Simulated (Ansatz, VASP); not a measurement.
# BAs: VASP beside Ansatz

```
CELL_PARAMETERS angstrom
3.38423 0.00000 0.00000
-1.69212 2.93083 0.00000
0.00000 0.00000 23.80000
ATOMIC_POSITIONS crystal
B 0.33333 0.66667 0.29412
As 0.66667 0.33333 0.29412
```

Alike in both runs: functional PBE; k mesh 12 × 12 × 1; occupations gaussian, width 0.03 eV; no spin polarisation.

Ansatz relaxed the structure, and its values are those at the end. VASP's run is a single point on that final structure, the one shown.

|  | VASP | Ansatz |
| --- | --- | --- |
| version | VASP 6.6.1 | Ansatz 0.2.0 |
| potentials or method | VASP PAW PBE potentials, release 64 (B, As), cutoff 420 eV | scalar-relativistic, plane waves, PAW |
| valence electrons in the cell | 8 | 18 |

Ansatz gave:

| Quantity | Value |
| --- | --- |
| gap on the k mesh at the Fermi level (eV) | 0.76 |
| least direct gap on the mesh (eV) | 0.76 |

What did VASP give for the same quantities?

gap on the k mesh at the Fermi level (eV): 0.75; least direct gap on the mesh (eV): 0.75.

VASP's potentials hold 8 valence electrons a cell and Ansatz's 18, so a difference there can come from the potentials and not from the codes. Ansatz's warnings: slab cell height set, structure snapped to symmetry.
